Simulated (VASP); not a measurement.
# MnS (Fm-3m) in VASP: a series of runs

The runs below take MnS through relaxation of cell and atoms, single point, with PBE, PBE0, PBE-based screened hybrid with 25 % exact exchange, PBEsol.

All numbers are computed with VASP 6.6.1; they aren't measurements. Logs are shortened: lines on timing, memory, paths and dates and some standing lists are left out, and cuts for length are marked.

**1. The cell of the first run**

The structure is cubic, space group Fm-3m (No. 225). Conventional cell: a = 5.209 Å, b = 5.209 Å, c = 5.209 Å, α = 90.00°, β = 90.00°, γ = 90.00°. Mn (site symmetry m-3m) has 6 S at 2.60 Å within 3.4 Å. Within 3.4 Å of S (site symmetry m-3m) lie 6 Mn at 2.60 Å.

**2. Relaxation of cell and atoms, PBE, collinear spin, ferromagnetic start, target pressure 30 GPa, at which the enthalpy is minimised**

INCAR reads:

```
SYSTEM = MnS
PREC = Accurate
ENCUT = 600
EDIFF = 1E-6
ISMEAR = -1
SIGMA = 0.05
LREAL = .False.
LASPH = .True.
NELM = 150
ALGO = Normal
ISIF = 3
LWAVE = .False.
LCHARG = .False.
ISPIN = 2
MAGMOM = 4 0
LORBIT = 11
LMAXMIX = 4
GGA = PE
IBRION = 2
NSW = 80
EDIFFG = -0.005
PSTRESS = 300.0
```

KPOINTS reads:

```
Automatic mesh
0
Gamma
  7 7 7
  0 0 0
```

POSCAR reads:

```
MnS
1.0
    0.0000000000      2.6045000000      2.6045000000
    2.6045000000      0.0000000000      2.6045000000
    2.6045000000      2.6045000000      0.0000000000
Mn S
1 1
Direct
    0.0000000000      0.0000000000      0.0000000000
    0.5000000000      0.5000000000      0.5000000000
```

Potentials or basis: VASP PAW PBE potentials, release 64 (Mn_pv, S).

Launch:

```
$ cat potpaw_PBE.64/Mn_pv/POTCAR potpaw_PBE.64/S/POTCAR > POTCAR
$ mpirun -np 1 vasp_std > vasp.out
```

OUTCAR:

```text
SYSTEM = MnS
   PREC = Accurate
   ENCUT = 600
   EDIFF = 1E-6
   ISMEAR = -1
   LREAL = .False.
   LASPH = .True.
   NELM = 150
   ISIF = 3
   ISPIN = 2
   LORBIT = 11
   GGA = PE
   IBRION = 2
   NSW = 80
   EDIFFG = -0.005
   PSTRESS = 300.0

 ion  position               nearest neighbor table
   1  0.000  0.000  0.000-   2 2.60   2 2.60   2 2.60   2 2.60   2 2.60   2 2.60
   2  0.500  0.500  0.500-   1 2.60   1 2.60   1 2.60   1 2.60   1 2.60   1 2.60

  LATTYP: Found a face centered cubic cell.
 ALAT       =     5.2090000000

  Lattice vectors:

 A1 = (   0.0000000000,   2.6045000000,   2.6045000000)
 A2 = (   2.6045000000,   0.0000000000,   2.6045000000)
 A3 = (   2.6045000000,   2.6045000000,   0.0000000000)

Analysis of symmetry for initial positions (statically):
=====================================================================
 Subroutine PRICEL returns:
 Original cell was already a primitive cell.

 Routine SETGRP: Setting up the symmetry group for a
 face centered cubic supercell.

 Subroutine GETGRP returns: Found 48 space group operations
 (whereof 48 operations were pure point group operations)
 out of a pool of 48 trial point group operations.

The static configuration has the point symmetry O_h .

Analysis of symmetry for dynamics (positions and initial velocities):
=====================================================================
 Subroutine PRICEL returns:
 Original cell was already a primitive cell.

 Routine SETGRP: Setting up the symmetry group for a
 face centered cubic supercell.

 Subroutine GETGRP returns: Found 48 space group operations
 (whereof 48 operations were pure point group operations)
 out of a pool of 48 trial point group operations.

The dynamic configuration has the point symmetry O_h .

Analysis of structural, dynamic, and magnetic symmetry:
=====================================================================
 Subroutine PRICEL returns:
 Original cell was already a primitive cell.

 Routine SETGRP: Setting up the symmetry group for a
 face centered cubic supercell.

 Subroutine GETGRP returns: Found 48 space group operations
 (whereof 48 operations were pure point group operations)
 out of a pool of 48 trial point group operations.

The overall configuration has the point symmetry O_h .

 Subroutine INISYM returns: Found 48 space group operations
 (whereof 48 operations are pure point group operations),
 and found     1 'primitive' translations

----------------------------------------------------------------------------------------

                                     Primitive cell

  volume of cell :      35.3348

  direct lattice vectors                    reciprocal lattice vectors
     0.000000000  2.604500000  2.604500000    -0.191975427  0.191975427  0.191975427
     2.604500000  0.000000000  2.604500000     0.191975427 -0.191975427  0.191975427
     2.604500000  2.604500000  0.000000000     0.191975427  0.191975427 -0.191975427

  length of vectors
     3.683319223  3.683319223  3.683319223     0.332511194  0.332511194  0.332511194

  position of ions in fractional coordinates (direct lattice)
     0.000000000  0.000000000  0.000000000
     0.500000000  0.500000000  0.500000000

  ion indices of the primitive-cell ions
   primitive index   ion index
                 1           1
                 2           2

----------------------------------------------------------------------------------------

 KPOINTS: Automatic mesh

Automatic generation of k-mesh.
 Grid dimensions read from file:
 generate k-points for:    7    7    7

 Generating k-lattice:

  Cartesian coordinates                     Fractional coordinates (reciprocal lattice)
    -0.027425061  0.027425061  0.027425061     0.142857143  0.000000000  0.000000000
     0.027425061 -0.027425061  0.027425061     0.000000000  0.142857143  0.000000000
     0.027425061  0.027425061 -0.027425061     0.000000000  0.000000000  0.142857143

  Length of vectors
     0.047501599  0.047501599  0.047501599

  Shift w.r.t. Gamma in fractional coordinates (k-lattice)
     0.000000000  0.000000000  0.000000000

 Subroutine IBZKPT returns following result:
 ===========================================

 Found     20 irreducible k-points:

 Following reciprocal coordinates:
            Coordinates               Weight
  0.000000  0.000000  0.000000      1.000000
  0.142857  0.000000  0.000000      8.000000
  0.285714  0.000000  0.000000      8.000000
  0.428571  0.000000  0.000000      8.000000
  0.142857  0.142857  0.000000      6.000000
  0.285714  0.142857  0.000000     24.000000
[... 12 lines left out ...]
 -0.428571  0.428571  0.142857     24.000000
 -0.285714  0.428571  0.142857     24.000000
   k-points           NKPTS =     20   k-points in BZ     NKDIM =     20   number of bands    NBANDS=     15
   number of dos      NEDOS =    301   number of ions     NIONS =      2
   total plane-waves  NPLWV =  27000
   dimension x,y,z NGX =    30 NGY =   30 NGZ =   30
   dimension x,y,z NGXF=    60 NGYF=   60 NGZF=   60
   ions per type =               1   1
   NGX,Y,Z   is equivalent  to a cutoff of  13.54, 13.54, 13.54 a.u.
   NGXF,Y,Z  is equivalent  to a cutoff of  27.08, 27.08, 27.08 a.u.
 SYSTEM =  MnS
   PREC   = accura    normal or accurate (medium, high low for compatibility)
   ISTART =      0    job   : 0-new  1-cont  2-samecut
   ICHARG =      2    charge: 1-file 2-atom 10-const
   ISPIN  =      2    spin polarized calculation?
   LNONCOLLINEAR =      F non collinear calculations
   LSORBIT =      F    spin-orbit coupling
   LASPH  =      T    aspherical Exc in radial PAW
   ENCUT  =  600.0 eV  44.10 Ry    6.64 a.u.   7.36  7.36  7.36*2*pi/ulx,y,z
   NELM   =    150;   NELMIN=  2; NELMDL= -5     # of ELM steps
   EDIFF  = 0.1E-05   stopping-criterion for ELM
   LREAL  =      F    real-space projection
   EDIFFG = -.5E-02   stopping-criterion for IOM
   NSW    =     80    number of steps for IOM
   IBRION =      2    ionic relax: 0-MD 1-quasi-New 2-CG
   NFREE  =      1    steps in history (QN), initial steepest desc. (CG)
   ISIF   =      3    stress and relaxation
   ISYM   =      2    0-nonsym 1-usesym 2-fastsym
   POTIM  = 0.5000    time-step for ionic-motion
   TEBEG  =    0.0;   TEEND  =   0.0 temperature during run
   PSTRESS=  300.0 pullay stress
   NELECT =      19.0000    total number of electrons
   NUPDOWN=      -1.0000    fix difference up-down
   EMIN   =  10.00;   EMAX   =-10.00  energy-range for DOS
   EFERMI =   0.00;   METHOD = LEGACY
   ISMEAR =    -1;   SIGMA  =   0.05  broadening in eV -4-tet -1-fermi 0-gaus
   EFERMI_NEDOS =   21; number of points for ismear=-14 and -15
   IALGO  =     38    algorithm
   IMIX   =      4    mixing-type and parameters
     AMIX     =   0.40;   BMIX     =  1.00
     AMIX_MAG =   1.60;   BMIX_MAG =  1.00
  volume/ion in A,a.u.               =      17.67       119.23
  Fermi-wavevector in a.u.,A,eV,Ry     =   1.331246  2.515690 24.112464  1.772216
  Thomas-Fermi vector in A             =   2.460272
   LORBIT       =     11    0 simple, 1 ext, 2 COOP (PROOUT), +10 PAW based schemes
   GGA     = PE    functional components
   LHFCALC =     F    Hartree Fock is set to
   AEXX    =    0.0000 exact exchange contribution
   IVDW    =     0    specifies the selected vdW correction
   LEPSILON=     F    determine dielectric tensor
   LRPA    =     F    only Hartree local field effects (RPA)
 conjugate gradient relaxation of ions
 spin polarized calculation
  energy-cutoff  :      600.00
  volume of cell :       35.33
 maximum number of plane-waves:      1243
 NGX is ok and might be reduce to    30
   NGX = 15   NGY = 15   NGZ = 15

--------------------------------------- Ionic step        1  -------------------------------------------

 number of electron      19.0000008 magnetization       4.6929466

 Free energy of the ion-electron system (eV)
  ---------------------------------------------------
  ext. energy  EPLUGINS =         0.00000000
  ---------------------------------------------------
  free energy    TOTEN  =       -14.07735012 eV

  energy without entropy =      -14.07176170  energy(sigma->0) =      -14.07455591

 E-fermi :   6.6895     XC(G=0): -10.6434

 val. band max:        6.5329403151   @ k =  -0.2857   0.2857   0.0000
 cond. band min:       6.6932968717   @ k =  -0.4286   0.1429   0.0000
 fundamental gap:      0.1603565566
 Fermi energy:         6.6895149092

 spin component 1

 k-point     1 :       0.0000    0.0000    0.0000
  band No.  band energies     occupation
      1     -44.0509      1.00000
      2     -44.0509      1.00000
      3     -44.0509      1.00000
      4      -7.9425      1.00000
      5       3.2644      1.00000
      6       3.2645      1.00000
      7       3.2645      1.00000
      8       3.3618      1.00000
      9       3.3618      1.00000
     10       4.7631      1.00000
     11       4.7631      1.00000
     12       4.7631      1.00000
     13       8.3526      0.00000
     14      15.2345      0.00000
     15      15.2345      0.00000
[... 922 lines left out ...]
  FREE ENERGIE OF THE ION-ELECTRON SYSTEM (eV)
  ---------------------------------------------------
  free  energy   TOTEN  =       -13.5034721879 eV

  energy  without entropy=      -13.4901504892  energy(sigma->0) =      -13.49681134

  enthalpy is  TOTEN    =        -8.9138477226 eV   P V=        4.5896244653

--------------------------------------- Ionic step        7  -------------------------------------------

 number of electron      18.9999997 magnetization      -3.1240213

 Free energy of the ion-electron system (eV)
  ---------------------------------------------------
  ext. energy  EPLUGINS =         0.00000000
  ---------------------------------------------------
  free energy    TOTEN  =       -13.47051170 eV

  energy without entropy =      -13.45737476  energy(sigma->0) =      -13.46394323

 E-fermi :  11.2106     XC(G=0): -12.6240

 val. band max:       11.1686230303   @ k =   0.2857   0.0000   0.0000
 cond. band min:      11.2348196776   @ k =  -0.4286   0.2857   0.1429
 fundamental gap:      0.0661966473
 Fermi energy:        11.2106191128

 spin component 1

 k-point     1 :       0.0000    0.0000    0.0000
  band No.  band energies     occupation
      1     -35.5279      1.00000
      2     -35.5279      1.00000
      3     -35.5279      1.00000
      4      -5.8330      1.00000
      5       9.4145      1.00000
      6       9.4145      1.00000
      7       9.4145      1.00000
      8      10.1955      1.00000
      9      10.1955      1.00000
     10      10.1955      1.00000
     11      10.2868      1.00000
     12      10.2868      1.00000
     13      17.4898      0.00000
     14      22.1536      0.00000
     15      22.1536      0.00000
[... 725 lines left out ...]
 POSITION                                       TOTAL-FORCE (eV/Angst)
 -----------------------------------------------------------------------------------
      0.00000      0.00000      0.00000        -0.000000     -0.000000     -0.000000
      2.29989      2.29989      2.29989         0.000000      0.000000      0.000000
 -----------------------------------------------------------------------------------
    total drift:                               -0.000000      0.000000      0.000000

  FREE ENERGIE OF THE ION-ELECTRON SYSTEM (eV)
  ---------------------------------------------------
  free  energy   TOTEN  =       -13.4705116977 eV

  energy  without entropy=      -13.4573747639  energy(sigma->0) =      -13.46394323

  enthalpy is  TOTEN    =        -8.9147299903 eV   P V=        4.5557817074

 reached required accuracy - stopping structural energy minimisation

 total charge

# of ion       s       p       d       tot
------------------------------------------
    1        0.306   6.306   5.244  11.857
    2        1.323   2.482   0.000   3.805
--------------------------------------------------
tot          1.629   8.789   5.244  15.662

 magnetization (x)

# of ion       s       p       d       tot
------------------------------------------
    1       -0.056  -0.041  -2.849  -2.946
    2       -0.016  -0.030   0.000  -0.046
--------------------------------------------------
tot         -0.072  -0.072  -2.849  -2.993
```

Wall time 6.6 min (1 thread of Intel Xeon 8259CL, shared host); peak memory 0.21 GiB.

What came out:

```yaml
Free_energy: -13.4705 eV
Relaxed_volume: 12.17 Å³/atom
Relaxed_cell: a = 3.253 Å, b = 3.253 Å, c = 3.253 Å, α = 60.00°, β = 60.00°, γ = 60.00°
Space_group_after_relaxing_to_0.1_Å: Fm-3m (No. 225)
Energy_change_on_relaxing_the_run_minimises_the_enthalpy: +303.4 meV/atom
Ionic_steps: 7
Pressure_after_relaxing: 30.0 GPa
Net_moment: -3.12 μB per cell
Site_moments: Mn -2.95; S -0.05 μB
Valence_electrons_inside_the_program's_atomic_spheres: Mn 11.86; S 3.81
```

Step by step:
```tsv
step	energy change (eV)	largest force (eV/Å)	pressure (GPa)	volume (Å³)
1	0.0000	0.0000	-3.20	35.33
2	2.1279	0.0000	88.42	19.72
3	0.5515	0.0000	27.54	24.64
4	0.5982	0.0000	29.59	24.38
5	0.6347	0.0000	31.32	24.18
6	0.5739	0.0000	28.46	24.51
7	0.6068	0.0000	30.00	24.33
```

Final structure:
```
CELL_PARAMETERS angstrom
0.00000 2.29989 2.29989
2.29989 0.00000 2.29989
2.29989 2.29989 0.00000
ATOMIC_POSITIONS crystal
Mn 0.00000 0.00000 0.00000
S 0.50000 0.50000 0.50000
```

Caveat: the cell is relaxed towards a set pressure, so the run minimises the enthalpy, not the energy; the volume moved by over 15 % at a fixed basis, so the end points are rough; a cell with one magnetic atom can't hold antiferromagnetic order, which such compounds often take; semilocal functionals often make such compounds metallic where correlation or magnetic order opens a gap, which also shifts bond lengths.

[end of part 1 of 3]
